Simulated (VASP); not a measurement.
# ScAl3 (Pm-3m) in VASP: relaxation of cell and atoms with PBEsol

Aim: the relaxation of cell and atoms of ScAl3 with PBEsol.

Program: VASP 6.6.1. These are calculated values, not measurements. Logs are shortened: lines on timing, memory, paths and dates and some standing lists are left out, and cuts for length are marked.

### 1 The cell of the first run

It takes space group Pm-3m (No. 221, cubic). Conventional cell: a = 4.105 Å, b = 4.105 Å, c = 4.105 Å, α = 90.00°, β = 90.00°, γ = 90.00°. Within 3.8 Å of Sc (site symmetry m-3m) lie 12 Al at 2.90 Å. Within 3.8 Å of Al (site symmetry 4/mmm) lie 4 Sc at 2.90 Å and 8 Al at 2.90 Å.

### 2 Relaxation of cell and atoms, PBEsol

Contents of INCAR:

```
ALGO = Normal ; EDIFF = 1E-6
EDIFFG = -0.005 ; ENCUT = 600
GGA = PS ; IBRION = 2
ISIF = 3 ; ISMEAR = 0
LASPH = T ; LCHARG = F
LREAL = F ; LWAVE = F
NELM = 80 ; NSW = 70
PREC = Accurate ; SIGMA = 0.1
```

Contents of KPOINTS:

```
k-points
0
Gamma
  10 10 10
```

Contents of POSCAR:

```
ScAl3
1.0
    4.1053305968      0.0000000000      0.0000000000
    0.0000000000      4.1053305968      0.0000000000
    0.0000000000      0.0000000000      4.1053305968
Sc Al
1 3
Direct
    0.0000000000      0.0000000000      0.0000000000
    0.5000000000      0.0000000000      0.5000000000
    0.0000000000      0.5000000000      0.5000000000
    0.5000000000      0.5000000000      0.0000000000
```

Potentials or basis: VASP PAW PBE potentials, release 64 (Sc_sv, Al).

Started as:

```sh
cat potpaw_PBE.64/Sc_sv/POTCAR potpaw_PBE.64/Al/POTCAR > POTCAR
mpirun -np 1 vasp_std > vasp.out
```

OUTCAR:

```text
EDIFF = 1E-6
   EDIFFG = -0.005
   ENCUT = 600
   GGA = PS
   IBRION = 2
   ISIF = 3
   ISMEAR = 0
   LASPH = T
   LREAL = F
   NELM = 80
   NSW = 70
   PREC = Accurate

 ion  position               nearest neighbor table
   1  0.000  0.000  0.000-   2 2.90   3 2.90   4 2.90   2 2.90   3 2.90   3 2.90   4 2.90   3 2.90
                             2 2.90   4 2.90   2 2.90   4 2.90
   2  0.500  0.000  0.500-   1 2.90   3 2.90   4 2.90   1 2.90   4 2.90   3 2.90   4 2.90   4 2.90
                             1 2.90   3 2.90   1 2.90   3 2.90
   3  0.000  0.500  0.500-   1 2.90   2 2.90   4 2.90   1 2.90   4 2.90   1 2.90   2 2.90   1 2.90
                             2 2.90   4 2.90   4 2.90   2 2.90
   4  0.500  0.500  0.000-   1 2.90   2 2.90   3 2.90   2 2.90   3 2.90   1 2.90   2 2.90   2 2.90
                             1 2.90   3 2.90   3 2.90   1 2.90

  LATTYP: Found a simple cubic cell.
 ALAT       =     4.1053305968

  Lattice vectors:

 A1 = (   4.1053305968,   0.0000000000,   0.0000000000)
 A2 = (   0.0000000000,   4.1053305968,   0.0000000000)
 A3 = (   0.0000000000,   0.0000000000,   4.1053305968)

Analysis of symmetry for initial positions (statically):
=====================================================================
 Subroutine PRICEL returns:
 Original cell was already a primitive cell.

 Routine SETGRP: Setting up the symmetry group for a
 simple cubic supercell.

 Subroutine GETGRP returns: Found 48 space group operations
 (whereof 48 operations were pure point group operations)
 out of a pool of 48 trial point group operations.

The static configuration has the point symmetry O_h .

Analysis of symmetry for dynamics (positions and initial velocities):
=====================================================================
 Subroutine PRICEL returns:
 Original cell was already a primitive cell.

 Routine SETGRP: Setting up the symmetry group for a
 simple cubic supercell.

 Subroutine GETGRP returns: Found 48 space group operations
 (whereof 48 operations were pure point group operations)
 out of a pool of 48 trial point group operations.

The dynamic configuration has the point symmetry O_h .

 Subroutine INISYM returns: Found 48 space group operations
 (whereof 48 operations are pure point group operations),
 and found     1 'primitive' translations

----------------------------------------------------------------------------------------

                                     Primitive cell

  volume of cell :      69.1902

  direct lattice vectors                    reciprocal lattice vectors
     4.105330597  0.000000000  0.000000000     0.243585742  0.000000000  0.000000000
     0.000000000  4.105330597  0.000000000     0.000000000  0.243585742  0.000000000
     0.000000000  0.000000000  4.105330597     0.000000000  0.000000000  0.243585742

  length of vectors
     4.105330597  4.105330597  4.105330597     0.243585742  0.243585742  0.243585742

  position of ions in fractional coordinates (direct lattice)
     0.000000000  0.000000000  0.000000000
     0.500000000  0.000000000  0.500000000
     0.000000000  0.500000000  0.500000000
     0.500000000  0.500000000  0.000000000

  ion indices of the primitive-cell ions
   primitive index   ion index
                 1           1
                 2           2
                 3           3
                 4           4

----------------------------------------------------------------------------------------

 KPOINTS: k-points

Automatic generation of k-mesh.
 Grid dimensions read from file:
 generate k-points for:   10   10   10

 Generating k-lattice:

  Cartesian coordinates                     Fractional coordinates (reciprocal lattice)
     0.024358574  0.000000000  0.000000000     0.100000000  0.000000000  0.000000000
     0.000000000  0.024358574  0.000000000     0.000000000  0.100000000  0.000000000
     0.000000000  0.000000000  0.024358574     0.000000000  0.000000000  0.100000000

  Length of vectors
     0.024358574  0.024358574  0.024358574

  Shift w.r.t. Gamma in fractional coordinates (k-lattice)
     0.000000000  0.000000000  0.000000000

 Subroutine IBZKPT returns following result:
 ===========================================

 Found     56 irreducible k-points:

 Following reciprocal coordinates:
            Coordinates               Weight
  0.000000  0.000000  0.000000      1.000000
  0.100000  0.000000  0.000000      6.000000
  0.200000  0.000000  0.000000      6.000000
  0.300000  0.000000  0.000000      6.000000
  0.400000  0.000000  0.000000      6.000000
  0.500000  0.000000  0.000000      3.000000
[... 16 lines left out ...]
  0.200000  0.100000  0.100000     24.000000
  0.300000  0.100000  0.100000     24.000000
 [... further k-points ...]
   k-points           NKPTS =     56   k-points in BZ     NKDIM =     56   number of bands    NBANDS=     14
   number of dos      NEDOS =    301   number of ions     NIONS =      4
   total plane-waves  NPLWV =  46656
   dimension x,y,z NGX =    36 NGY =   36 NGZ =   36
   dimension x,y,z NGXF=    72 NGYF=   72 NGZF=   72
   ions per type =               1   3
   NGX,Y,Z   is equivalent  to a cutoff of  14.58, 14.58, 14.58 a.u.
   NGXF,Y,Z  is equivalent  to a cutoff of  29.16, 29.16, 29.16 a.u.
 SYSTEM =  unknown system
   PREC   = accura    normal or accurate (medium, high low for compatibility)
   ISTART =      0    job   : 0-new  1-cont  2-samecut
   ICHARG =      2    charge: 1-file 2-atom 10-const
   ISPIN  =      1    spin polarized calculation?
   LNONCOLLINEAR =      F non collinear calculations
   LSORBIT =      F    spin-orbit coupling
   LASPH  =      T    aspherical Exc in radial PAW
   ENCUT  =  600.0 eV  44.10 Ry    6.64 a.u.   8.20  8.20  8.20*2*pi/ulx,y,z
   NELM   =     80;   NELMIN=  2; NELMDL= -5     # of ELM steps
   EDIFF  = 0.1E-05   stopping-criterion for ELM
   LREAL  =      F    real-space projection
   EDIFFG = -.5E-02   stopping-criterion for IOM
   NSW    =     70    number of steps for IOM
   IBRION =      2    ionic relax: 0-MD 1-quasi-New 2-CG
   NFREE  =      1    steps in history (QN), initial steepest desc. (CG)
   ISIF   =      3    stress and relaxation
   ISYM   =      2    0-nonsym 1-usesym 2-fastsym
   POTIM  = 0.5000    time-step for ionic-motion
   TEBEG  =    0.0;   TEEND  =   0.0 temperature during run
   PSTRESS=    0.0 pullay stress
   NELECT =      20.0000    total number of electrons
   NUPDOWN=      -1.0000    fix difference up-down
   EMIN   =  10.00;   EMAX   =-10.00  energy-range for DOS
   EFERMI =   0.00;   METHOD = LEGACY
   ISMEAR =     0;   SIGMA  =   0.10  broadening in eV -4-tet -1-fermi 0-gaus
   EFERMI_NEDOS =   21; number of points for ismear=-14 and -15
   IALGO  =     38    algorithm
   IMIX   =      4    mixing-type and parameters
     AMIX     =   0.40;   BMIX     =  1.00
     AMIX_MAG =   1.60;   BMIX_MAG =  1.00
  volume/ion in A,a.u.               =      17.30       116.73
  Fermi-wavevector in a.u.,A,eV,Ry     =   1.082439  2.045513 15.941590  1.171674
  Thomas-Fermi vector in A             =   2.218480
   LORBIT       =      0    0 simple, 1 ext, 2 COOP (PROOUT), +10 PAW based schemes
   GGA     = PS    functional components
   LHFCALC =     F    Hartree Fock is set to
   AEXX    =    0.0000 exact exchange contribution
   IVDW    =     0    specifies the selected vdW correction
   LEPSILON=     F    determine dielectric tensor
   LRPA    =     F    only Hartree local field effects (RPA)
 conjugate gradient relaxation of ions
 non-spin polarized calculation
 Gauss-broadening in eV      SIGMA  =   0.10
  energy-cutoff  :      600.00
  volume of cell :       69.19
 maximum number of plane-waves:      2325
 NGX is ok and might be reduce to    36
   NGX = 17   NGY = 17   NGZ = 17

--------------------------------------- Ionic step        1  -------------------------------------------

 number of electron      20.0000000 magnetization

 Free energy of the ion-electron system (eV)
  ---------------------------------------------------
  ext. energy  EPLUGINS =         0.00000000
  ---------------------------------------------------
  free energy    TOTEN  =       -20.75683323 eV

  energy without entropy =      -20.75062182  energy(sigma->0) =      -20.75372753

------------------------ aborting loop because EDIFF is reached ----------------------------------------

  FORCE on cell =-STRESS in cart. coord.  units (eV):
  Direction    XX          YY          ZZ          XY          YZ          ZX
  --------------------------------------------------------------------------------------
  -------------------------------------------------------------------------------------
  Total       -0.8926237     -0.8926237     -0.8926237     -0.0000000      0.0000000      0.0000000
  in kB      -20.6697191    -20.6697191    -20.6697191     -0.0000000      0.0000000      0.0000000
  external PRESSURE =     -20.6697191 kB  Pullay stress =       0.0000000 kB
[... 61 lines left out ...]
  energy  without entropy=      -20.7606107650  energy(sigma->0) =      -20.76328942

--------------------------------------- Ionic step        3  -------------------------------------------

 number of electron      20.0000003 magnetization

 Free energy of the ion-electron system (eV)
  ---------------------------------------------------
  ext. energy  EPLUGINS =         0.00000000
  ---------------------------------------------------
  free energy    TOTEN  =       -20.76748383 eV

  energy without entropy =      -20.76191844  energy(sigma->0) =      -20.76470114

 E-fermi :   7.3122     XC(G=0): -10.5413

 val. band max:        7.3093051764   @ k =   0.3000   0.0000   0.0000
 cond. band min:       7.3459230991   @ k =   0.5000   0.3000   0.2000
 fundamental gap:      0.0366179227
 Fermi energy:         7.3122168821

 k-point     1 :       0.0000    0.0000    0.0000
  band No.  band energies     occupation
      1     -41.4064      2.00000
      2     -20.2097      2.00000
      3     -20.2097      2.00000
      4     -20.2097      2.00000
      5      -2.7797      2.00000
      6       4.6613      2.00000
      7       4.6613      2.00000
      8       5.4917      2.00000
      9       5.4917      2.00000
     10       5.4917      2.00000
     11       8.5184      0.00000
     12       8.6038      0.00000
     13       8.6038      0.00000
     14       8.6038      0.00000
[... 375 lines left out ...]
 k-point    24 :       0.3000    0.1000    0.1000
  band No.  band energies     occupation
      1     -41.4052      2.00000
      2     -20.2319      2.00000
      3     -20.2110      2.00000
      4     -20.2107      2.00000
      5      -1.7847      2.00000
      6       1.7447      2.00000
      7       4.3462      2.00000
      8       4.9402      2.00000
      9       6.1020      2.00000
     10       7.5272      0.00236
     11       7.9331      0.00000
     12       8.3320      0.00000
     13       9.2667      0.00000
     14       9.9928      0.00000

 [... further k-points ...]

------------------------ aborting loop because EDIFF is reached ----------------------------------------

  FORCE on cell =-STRESS in cart. coord.  units (eV):
  Direction    XX          YY          ZZ          XY          YZ          ZX
  --------------------------------------------------------------------------------------
  -------------------------------------------------------------------------------------
  Total       -0.0004035     -0.0004035     -0.0004035     -0.0000000      0.0000000     -0.0000000
  in kB       -0.0095683     -0.0095683     -0.0095683     -0.0000000      0.0000000     -0.0000000
  external PRESSURE =      -0.0095683 kB  Pullay stress =       0.0000000 kB
[... 19 lines left out ...]
  FREE ENERGIE OF THE ION-ELECTRON SYSTEM (eV)
  ---------------------------------------------------
  free  energy   TOTEN  =       -20.7674838303 eV

  energy  without entropy=      -20.7619184408  energy(sigma->0) =      -20.76470114

 reached required accuracy - stopping structural energy minimisation
```

It took 5 min on 1 thread of AMD EPYC, shared host; peak memory 0.22 GiB.

What came out:

```yaml
Free_energy: -20.7675 eV
Relaxed_volume: 16.89 Å³/atom
Relaxed_cell: a = 4.073 Å, b = 4.073 Å, c = 4.073 Å, α = 90.00°, β = 90.00°, γ = 90.00°
Space_group_after_relaxing_to_0.1_Å: Pm-3m (No. 221)
Energy_gained_by_relaxing: 2.7 meV/atom
Ionic_steps: 3
Pressure_after_relaxing: 0.0 GPa
Band_gap_on_the_k_mesh: zero (bands 10 and 11 overlap by 3.90 eV)
```

The path:
```csv
step,energy change (eV),largest force (eV/Å),pressure (GPa),volume (Å³)
1,0.0000,0.0000,-2.07,69.19
2,-0.0091,0.0000,0.83,66.98
3,-0.0107,0.0000,0.00,67.57
```

Final structure:
```
Sc Al
1.0
     4.07308    0.00000    0.00000
     0.00000    4.07308    0.00000
     0.00000    0.00000    4.07308
Sc Al
1 3
Cartesian
  0.0000 0.0000 0.0000
  2.0365 0.0000 2.0365
  0.0000 2.0365 2.0365
  2.0365 2.0365 0.0000
```

Caveat: the PAW data sets were made with another functional, which shifts forces and pressure a little.
